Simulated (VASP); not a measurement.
Input of a VASP 6.6.1 run:

File INCAR:

```
ALGO = Normal
EDIFF = 1E-6
EDIFFG = -0.005
ENCUT = 600
IBRION = 2
ISIF = 3
ISMEAR = 0
LASPH = T
LCHARG = F
LREAL = F
LWAVE = F
NELM = 80
NSW = 100
PREC = Accurate
SIGMA = 0.02
```

KPOINTS

```
k-points
0
Gamma
  12 12 12
```

Contents of POSCAR:

```
Si
1.0
    0.0000000000      2.7135600000      2.7135600000
    2.7135600000      0.0000000000      2.7135600000
    2.7135600000      2.7135600000      0.0000000000
Si
2
Direct
    0.7500000000      0.7500000000      0.7500000000
    0.5000000000      0.5000000000      0.5000000000
```

Potentials or basis: VASP PAW LDA potentials, release 64 (Si).

The run is started by

```bash
$ cat potpaw_LDA.64/Si/POTCAR > POTCAR
$ mpirun -np 1 vasp_std > vasp.out
```

Q: Estimate the band gap on the k mesh.

A: 0.44 eV, indirect (least direct gap 2.53 eV).

Q: Estimate the relaxed volume.

A: 19.72 Å³/atom.

Q: Estimate the relaxed cell.

A: a = 3.820 Å, b = 3.820 Å, c = 3.820 Å, α = 60.00°, β = 60.00°, γ = 60.00°.

Final structure:
```
Si
1.0
     0.00000    2.70149    2.70149
     2.70149    0.00000    2.70149
     2.70149    2.70149    0.00000
Si
2
Direct
  0.75000 0.75000 0.75000
  0.50000 0.50000 0.50000
```

A k mesh can miss the band edges. LDA usually gives volumes a few per cent too small.
